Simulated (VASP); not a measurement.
# TiO2 (P2_1/c) in VASP: notebook, part 2 of 2

VASP 6.6.1. Earlier steps stand in the parts before.

### 3 Single point, PBE (strain +0.0875 x Voigt [0, 0, 0, 1, 0, 0])

INCAR

```
SYSTEM = TiO2
PREC = Accurate ; ENCUT = 520
EDIFF = 1E-6 ; ISMEAR = 0
SIGMA = 0.05 ; LREAL = .FALSE.
LASPH = .TRUE. ; NELM = 80
ALGO = Normal ; ISIF = 2
LWAVE = .FALSE. ; LCHARG = .FALSE.
GGA = PE ; NBANDS = 33
```

KPOINTS

```
Automatic mesh
0
G
  6 6 10
  0 0 0
```

POSCAR

```
TiO2
1.0
    4.6430645122      0.0000000000      0.0000000000
    0.0000000000      4.6430645122      0.2031340724
    0.0000000000      0.1296760675      2.9640243990
Ti O
2 4
Direct
    0.0000000000      0.0000000000      0.0000000000
    0.5000000000      0.5000000000      0.5000000000
    0.3051105247      0.3051105247      0.0000000000
    0.1948894753      0.8051105247      0.5000000000
    0.6948894753      0.6948894753      0.0000000000
    0.8051105247      0.1948894753      0.5000000000
```

Potentials or basis: VASP PAW PBE potentials, release 64 (Ti_sv, O).

Started as:

```sh
$ cat potpaw_PBE.64/Ti_sv/POTCAR potpaw_PBE.64/O/POTCAR > POTCAR
$ mpirun -np 1 vasp_std > vasp.out
```

OUTCAR:

```text
SYSTEM = TiO2
   PREC = Accurate
   ENCUT = 520
   EDIFF = 1E-6
   ISMEAR = 0
   LREAL = .FALSE.
   LASPH = .TRUE.
   NELM = 80
   ISIF = 2
   GGA = PE

 ion  position               nearest neighbor table
   1  0.000  0.000  0.000-   4 1.90   6 1.90   5 2.00   3 2.00   4 2.02   6 2.02
   2  0.500  0.500  0.500-   3 1.90   5 1.90   6 2.00   4 2.00   3 2.02   5 2.02
   3  0.305  0.305  0.000-   2 1.90   1 2.00   2 2.02
   4  0.195  0.805  0.500-   1 1.90   2 2.00   1 2.02
   5  0.695  0.695  0.000-   2 1.90   1 2.00   2 2.02
   6  0.805  0.195  0.500-   1 1.90   2 2.00   1 2.02

  LATTYP: Found a simple monoclinic cell.
 ALAT       =     2.9668597069
 B/A-ratio  =     1.5649760929
 C/A-ratio  =     1.5664731079
 COS(beta)  =    -0.0873328395

  Lattice vectors:

 A1 = (   0.0000000000,   0.1296760675,   2.9640243990)
 A2 = (  -4.6430645122,   0.0000000000,   0.0000000000)
 A3 = (   0.0000000000,  -4.6430645122,  -0.2031340724)

Analysis of symmetry for initial positions (statically):
=====================================================================
 Subroutine PRICEL returns:
 Original cell was already a primitive cell.

 Routine SETGRP: Setting up the symmetry group for a
 simple monoclinic supercell.

 Subroutine GETGRP returns: Found  4 space group operations
 (whereof  2 operations were pure point group operations)
 out of a pool of  4 trial point group operations.

The static configuration has the point symmetry S_2 .
 The point group associated with its full space group is C_2h.

Analysis of symmetry for dynamics (positions and initial velocities):
=====================================================================
 Subroutine PRICEL returns:
 Original cell was already a primitive cell.

 Routine SETGRP: Setting up the symmetry group for a
 simple monoclinic supercell.

[... 132 lines left out ...]
     AMIX     =   0.40;   BMIX     =  1.00
     AMIX_MAG =   1.60;   BMIX_MAG =  1.00
  volume/ion in A,a.u.               =      10.63        71.73
  Fermi-wavevector in a.u.,A,eV,Ry     =   1.489140  2.814067 30.171435  2.217538
  Thomas-Fermi vector in A             =   2.602086
   LORBIT       =      0    0 simple, 1 ext, 2 COOP (PROOUT), +10 PAW based schemes
   GGA     = PE    functional components
   LHFCALC =     F    Hartree Fock is set to
   AEXX    =    0.0000 exact exchange contribution
   IVDW    =     0    specifies the selected vdW correction
   LEPSILON=     F    determine dielectric tensor
   LRPA    =     F    only Hartree local field effects (RPA)
 non-spin polarized calculation
 Gauss-broadening in eV      SIGMA  =   0.05
  energy-cutoff  :      520.00
  volume of cell :       63.78
 maximum number of plane-waves:      1736
 NGX is ok and might be reduce to    36
   NGX = 17   NGY = 17   NGZ = 11

 number of electron      48.0000022 magnetization

 Free energy of the ion-electron system (eV)
  ---------------------------------------------------
  ext. energy  EPLUGINS =         0.00000000
  ---------------------------------------------------
  free energy    TOTEN  =       -53.46498685 eV

  energy without entropy =      -53.46498685  energy(sigma->0) =      -53.46498685

 E-fermi :   5.0012     XC(G=0): -11.2921

 val. band max:        4.6018033573   @ k =   0.0000   0.0000   0.0000
 cond. band min:       6.3964171074   @ k =   0.0000   0.5000   0.5000
 fundamental gap:      1.7946137501
 Fermi energy:         5.0012217898

 k-point     1 :       0.0000    0.0000    0.0000
  band No.  band energies     occupation
      1     -52.3329      2.00000
      2     -52.3173      2.00000
      3     -28.6309      2.00000
      4     -28.6297      2.00000
      5     -28.4771      2.00000
      6     -28.4725      2.00000
[... 853 lines left out ...]
     32      10.0466      0.00000
     33      11.0841      0.00000

 [... further k-points ...]

------------------------ aborting loop because EDIFF is reached ----------------------------------------

  FORCE on cell =-STRESS in cart. coord.  units (eV):
  Direction    XX          YY          ZZ          XY          YZ          ZX
  --------------------------------------------------------------------------------------
  -------------------------------------------------------------------------------------
  Total        0.7201833      0.8933443      1.1770707      0.0000000     -4.7955608      0.0000000
  in kB       18.0923295     22.4424514     29.5701815      0.0000000   -120.4733095      0.0000000
  external PRESSURE =      23.3683208 kB  Pullay stress =       0.0000000 kB

 VOLUME and BASIS-vectors are now :
 -----------------------------------------------------------------------------
  energy-cutoff  :      520.00
  volume of cell :       63.78
      direct lattice vectors                 reciprocal lattice vectors
     4.643064512  0.000000000  0.000000000     0.215374996  0.000000000  0.000000000
     0.000000000  4.643064512  0.203134072     0.000000000  0.215788028 -0.009440726
     0.000000000  0.129676067  2.964024399     0.000000000 -0.014788644  0.338026142

 POSITION                                       TOTAL-FORCE (eV/Angst)
 -----------------------------------------------------------------------------------
      0.00000      0.00000      0.00000         0.000000      0.000000      0.000000
      2.32153      2.38637      1.58358         0.000000      0.000000      0.000000
      1.41665      1.41665      0.06198        -0.106904     -0.113761      0.445801
      0.90488      3.80302      1.64556         0.106904     -0.113761      0.445801
      3.22642      3.22642      0.14116         0.106904      0.113761     -0.445801
      3.73818      0.96972      1.52160        -0.106904      0.113761     -0.445801
 -----------------------------------------------------------------------------------
    total drift:                                0.000000      0.000000     -0.000000

  FREE ENERGIE OF THE ION-ELECTRON SYSTEM (eV)
  ---------------------------------------------------
  free  energy   TOTEN  =       -53.4649868455 eV

  energy  without entropy=      -53.4649868455  energy(sigma->0) =      -53.46498685
```

OSZICAR:

```text
N       E                     dE             d eps       ncg     rms          rms(c)
DAV:   1     0.650232461797E+03    0.65023E+03   -0.24175E+04  8448   0.171E+03
DAV:   2     0.272955052911E+02   -0.62294E+03   -0.57680E+03  9154   0.509E+02
DAV:   3    -0.662190486600E+02   -0.93515E+02   -0.91604E+02 11463   0.189E+02
DAV:   4    -0.709261795885E+02   -0.47071E+01   -0.46945E+01 12339   0.407E+01
DAV:   5    -0.711039108309E+02   -0.17773E+00   -0.17770E+00 11161   0.643E+00    0.311E+01
DAV:   6    -0.539309591679E+02    0.17173E+02   -0.76075E+01 11143   0.882E+01    0.116E+01
DAV:   7    -0.538148346821E+02    0.11612E+00   -0.14173E+01 10767   0.343E+01    0.920E+00
DAV:   8    -0.536477971440E+02    0.16704E+00   -0.50138E-01 10347   0.564E+00    0.716E+00
DAV:   9    -0.536240888198E+02    0.23708E-01   -0.13846E+00 11108   0.137E+01    0.364E+00
DAV:  10    -0.534751106066E+02    0.14898E+00   -0.69883E-01 10541   0.816E+00    0.890E-01
DAV:  11    -0.534663109800E+02    0.87996E-02   -0.34817E-02 10258   0.147E+00    0.475E-01
DAV:  12    -0.534656769612E+02    0.63402E-03   -0.77138E-03  9203   0.883E-01    0.211E-01
DAV:  13    -0.534650092179E+02    0.66774E-03   -0.15626E-03 11200   0.370E-01    0.499E-02
DAV:  14    -0.534650103589E+02   -0.11409E-05   -0.87670E-05 11049   0.788E-02    0.422E-02
DAV:  15    -0.534649860697E+02    0.24289E-04   -0.74952E-05 11498   0.727E-02    0.282E-03
DAV:  16    -0.534649871567E+02   -0.10870E-05   -0.57018E-06  8288   0.178E-02    0.582E-03
DAV:  17    -0.534649868455E+02    0.31115E-06   -0.92184E-07  5715   0.125E-02
   1 F= -.53464987E+02 E0= -.53464987E+02  d E =-.156707E-31
```

It took 5 min on 1 thread of Intel Xeon 8259CL, shared host; peak memory 0.29 GiB.

What came out:

```
Free energy            : -53.4650 eV
Pressure               : 2.3 GPa
Largest force          : 0.472 eV/Å
Band gap on the k mesh : 1.79 eV (least direct gap 1.85 eV)
```

Forces in eV/Å, atoms in the order of the input:
```
Ti   0.000  0.000  0.000
Ti   0.000  0.000  0.000
O   -0.107 -0.114  0.446
O    0.107 -0.114  0.446
O    0.107  0.114 -0.446
O   -0.107  0.114 -0.446
```

Caveat: the cell differs from its parent crystal (strain +0.0875 x Voigt [0, 0, 0, 1, 0, 0]).

### 4 Single point, PBE (strain +0.0750 x Voigt [0, 0, 0, 1, 0, 0])

INCAR

```
ALGO     = Normal         # electronic algorithm
EDIFF    = 1E-6           # SCF threshold, eV
ENCUT    = 520            # plane-wave cutoff, eV
GGA      = PE             # functional
ISIF     = 2              # what is computed and relaxed
ISMEAR   = 0              # smearing method
LASPH    = True           # aspherical terms in the spheres
LCHARG   = False          # write CHGCAR
LREAL    = False          # projectors in reciprocal space
LWAVE    = False          # write WAVECAR
NBANDS   = 33             # bands
NELM     = 80             # most SCF steps
PREC     = Accurate       # precision mode
SIGMA    = 0.05           # smearing width, eV
```

KPOINTS

```
k-points
0
Gamma
  6 6 10
```

POSCAR: that of step 3 with these lines changed.

```diff
@@ -3,4 +3,4 @@
     4.6430645122      0.0000000000      0.0000000000
-    0.0000000000      4.6430645122      0.2031340724
-    0.0000000000      0.1296760675      2.9640243990
+    0.0000000000      4.6430645122      0.1741149192
+    0.0000000000      0.1111509150      2.9640243990
 Ti O
```

Started as:

```sh
$ cat potpaw_PBE.64/Ti_sv/POTCAR potpaw_PBE.64/O/POTCAR > POTCAR
$ mpirun -np 1 vasp_std > vasp.out
```

Wall time 5.1 min (1 thread of Intel Xeon 8259CL, shared host); peak memory 0.29 GiB.

Results (log left out):

| Item | Value |
| --- | --- |
| Free energy | -53.5213 eV |
| Pressure | 1.9 GPa |
| Largest force | 0.397 eV/Å |
| Band gap on the k mesh | 1.80 eV (least direct gap 1.85 eV) |

Forces in eV/Å, atoms in the order of the input:
```
Ti   0.000  0.000  0.000
Ti   0.000  0.000  0.000
O   -0.083 -0.089  0.378
O    0.083 -0.089  0.378
O    0.083  0.089 -0.378
O   -0.083  0.089 -0.378
```

Stress tensor (GPa, compression positive):
```
  1.48   0.00   0.00
  0.00   1.80 -10.31
  0.00 -10.31   2.40
```

Levels at points of the mesh, in eV from the valence-band top:
| k point | band 22 | band 23 | band 24 | band 25 | band 26 | band 27 |
| --- | --- | --- | --- | --- | --- | --- |
| (0.00, 0.00, 0.00) | -0.43 | -0.30 | 0.00 | 1.85 | 2.12 | 2.38 |
| (0.50, 0.00, 0.00) | -1.55 | -0.66 | -0.66 | 2.51 | 2.51 | 2.93 |
| (0.00, 0.50, 0.00) | -1.53 | -0.71 | -0.71 | 2.50 | 2.50 | 2.94 |
| (0.50, 0.50, 0.00) | -1.28 | -0.98 | -0.98 | 1.89 | 1.89 | 2.49 |
| (0.00, 0.00, 0.50) | -2.22 | -1.37 | -1.37 | 2.86 | 2.86 | 3.17 |
| (0.50, 0.00, 0.50) | -1.98 | -0.99 | -0.99 | 1.89 | 1.89 | 3.17 |
| (0.00, 0.50, 0.50) | -1.79 | -1.22 | -0.72 | 1.80 | 2.00 | 3.11 |
| (0.50, 0.50, 0.50) | -1.25 | -0.59 | -0.59 | 2.52 | 2.52 | 3.20 |

Caveat: the cell differs from its parent crystal (strain +0.0750 x Voigt [0, 0, 0, 1, 0, 0]).

### 5 Summary

```csv
cell,gap on the mesh (eV),pressure (GPa),largest force (eV/Å)
"a = 4.643, b = 4.649, c = 2.968 Å, angles 95.7, 90.0, 90.0°, 6 atoms",1.79,2.9,0.55
"a = 4.643, b = 4.648, c = 2.967 Å, angles 85.0, 90.0, 90.0°, 6 atoms",1.79,2.3,0.47
"a = 4.643, b = 4.646, c = 2.966 Å, angles 85.7, 90.0, 90.0°, 6 atoms",1.80,1.9,0.40
```

Alike in all rows: task single point; level PBE; potentials or basis VASP PAW PBE potentials, release 64 (Ti_sv, O); no spin polarisation; k mesh 6 × 6 × 10; cutoff (eV) 520; smearing gaussian 0.05 eV.

Absolute energies hang on the potentials; compare differences alone.
